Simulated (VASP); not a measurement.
Crystal: TePb.

```
CELL_PARAMETERS angstrom
0.00000 3.27352 3.27352
3.27352 0.00000 3.27352
3.27352 3.27352 0.00000
ATOMIC_POSITIONS crystal
Pb 0.00000 0.00000 0.00000
Te 0.50000 0.50000 0.50000
```

This cell differs from its parent crystal: volume scaled by 1.04.

Base run:

```yaml
Program: VASP 6.6.1
Functional: PBEsol
Potentials_or_basis: VASP PAW PBE potentials, release 64 (Pb_d, Te)
Cutoff: 520 eV
k_mesh: 7 × 7 × 7
Occupations: fermi-dirac, width 0.05 eV
Spin: no spin polarisation
```

Its results: pressure -2.0 GPa.

The run is repeated on the same cell with these changes: functional from PBEsol to revPBE. What comes out?

Pressure 1.4 GPa.

revPBE binds less tightly than PBEsol, so the same cell stands under more pressure.

Caveats: the PAW data sets were made with another functional, which shifts forces and pressure a little.
